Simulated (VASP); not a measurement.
Crystal: MnS.

```
Mn S
1.0
     0.00000    5.20900    5.20900
     2.60450    0.00000    2.60450
     2.60450    2.60450    0.00000
Mn S
2 2
Cartesian
  0.0000 0.0000 0.0000
  0.0000 2.6045 2.6045
  2.6045 2.6045 2.6045
  2.6045 5.2090 5.2090
```

Base run:

- Program: VASP 6.6.1
- Functional: PBE
- Potentials or basis: VASP PAW PBE potentials, release 64 (Mn_pv, S)
- Cutoff: 520 eV
- k mesh: 4 × 8 × 8
- Occupations: fermi-dirac, width 0.05 eV
- Spin: collinear spin, ferromagnetic start
- Starting moments: [4.5, 4.5, 0.0, 0.0] μB
- Hubbard terms: Mn d U = 4.0 eV

Its results: band gap on the k mesh 0.56 eV; pressure 4.3 GPa; net moment 10.00 μB per cell; site moments Mn +4.59; S +0.09 μB.

Problem. The run is repeated on the same cell with these changes: spin from collinear spin, ferromagnetic start to collinear spin, antiferromagnetic start; moments at the start from [4.5, 4.5, 0.0, 0.0] to [4.5, -4.5, 0.0, 0.0]. What comes out?

Solution. Band gap on the k mesh 2.26 eV; pressure 2.7 GPa; net moment 0.00 μB per cell; site moments Mn +4.51, -4.51; S +0.00 μB.

Caveats: the cell stands under pressure (at least some runs).

A k mesh can miss the band edges.
